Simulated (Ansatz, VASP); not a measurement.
One calculation of BP, two programs

```
CELL_PARAMETERS angstrom
2.95405 0.00000 0.00000
0.00000 2.95405 0.00000
0.00000 0.00000 2.95405
ATOMIC_POSITIONS crystal
B 0.50000 0.50000 0.50000
P 0.00000 0.00000 0.00000
```

Change from the starting cell: species swapped into the HfTc type (Pm-3m, No. 221).

Alike in both runs: task single point; functional PBE; k mesh 6 × 6 × 6; occupations gaussian, width 0.1 eV; no spin polarisation.

|  | VASP | Ansatz |
| --- | --- | --- |
| version | VASP 6.6.1 | Ansatz 0.2.0 |
| potentials or method | VASP PAW PBE potentials, release 64 (B, P), cutoff 520 eV | scalar-relativistic, plane waves, PAW |
| valence electrons in the cell | 8 | 8 |

```csv
,VASP,Ansatz,Ansatz less VASP
gap on the k mesh at the Fermi level (eV),none,none,-
pressure (GPa),-18.7,-18.6,+0.09
```

A gap of «none» marks a metal or a gap that the smearing closes. The functional is the same, so the differences come from potentials, cutoffs and numerics.
